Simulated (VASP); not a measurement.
Write the native input for VASP 6.6.1 that does the following.

| Property | Result |
| --- | --- |
| Task | single point |
| Functional | PBE |
| Potentials or basis | VASP PAW PBE potentials, release 64 (Zn, O) |
| Cutoff | 600 eV |
| k mesh | 4 × 4 × 4 |
| Occupations | gaussian, width 0.01 eV |
| Spin | no spin polarisation |
| Dipole correction | no |
| Further INCAR settings | ALGO = Normal; EDIFF = 1e-06; NBANDS = 16 |

The structure of ZnO lies in POSCAR:

```
ZnO
1.0
    0.0000000000      2.1375000000      2.1375000000
    2.1375000000      0.0000000000      2.1375000000
    2.1375000000      2.1375000000      0.0000000000
Zn O
1 1
Direct
    0.0000000000      0.0000000000      0.0000000000
    0.5000000000      0.5000000000      0.5000000000
```

One way to write it, as run:

INCAR

```
SYSTEM = ZnO
  PREC = Accurate
  ENCUT = 600
  EDIFF = 1E-6
  ISMEAR = 0
  SIGMA = 0.01
  LREAL = .False.
  LASPH = .True.
  NELM = 120
  ALGO = Normal
  ISIF = 2
  LWAVE = .False.
  LCHARG = .False.
  GGA = PE
  NBANDS = 16
  GGA_COMPAT = .False.
```

KPOINTS

```
regular mesh
0
Gamma
  4 4 4
  0 0 0
```

Potentials or basis: VASP PAW PBE potentials, release 64 (Zn, O).

Launch:

```console
$ cat potpaw_PBE.64/Zn/POTCAR potpaw_PBE.64/O/POTCAR > POTCAR
$ mpirun -np 1 vasp_std > vasp.out
```

It gave:

```yaml
Pressure: 7.8 GPa
Band_gap_on_the_k_mesh: 0.88 eV, indirect (least direct gap 2.25 eV)
```

Caveat: the k points lie up to 0.64 Å⁻¹ apart.

Run time: 6.2 s on 1 thread of Intel Xeon 8259CL, with other jobs on the host, peak memory 0.13 GiB.
